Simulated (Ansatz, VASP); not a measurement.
# Hf4C in VASP and in Ansatz

```
Hf C
1.0
     3.25242    0.00000    0.00000
    -1.62621    2.81668    0.00000
     0.00000    0.00000   10.40179
Hf C
4 1
Direct
  0.66667 0.33333 0.87623
  0.33333 0.66667 0.12377
  0.66667 0.33333 0.38184
  0.33333 0.66667 0.61816
  0.00000 0.00000 0.00000
```

Alike in both runs: functional PBE; k mesh 6 × 6 × 2; occupations gaussian, width 0.2 eV; no spin polarisation.

Ansatz relaxed the structure, and its values are those at the end. VASP's run is a single point on that final structure, the one shown.

|  | VASP | Ansatz |
| --- | --- | --- |
| version | VASP 6.6.1 | Ansatz 0.2.0 |
| potentials or method | VASP PAW PBE potentials, release 64 (Hf_pv, C), cutoff 520 eV | scalar-relativistic, plane waves, PAW |
| valence electrons in the cell | 44 | 108 |

Ansatz gave:

```
gap on the k mesh at the Fermi level (eV) : none
pressure (GPa)                            : -0.5
rms of the force components (eV/Å)        : 0.008
```

What did VASP give for the same quantities?

gap on the k mesh at the Fermi level (eV): none; pressure (GPa): -1.0; rms of the force components (eV/Å): 0.016.

A gap of «none» marks a metal or a gap that the smearing closes. VASP's potentials hold 44 valence electrons a cell and Ansatz's 108, so a difference there can come from the potentials and not from the codes.

The k mesh is coarse, so the values compare programs but aren't converged. Neither program's run includes spin-orbit coupling.
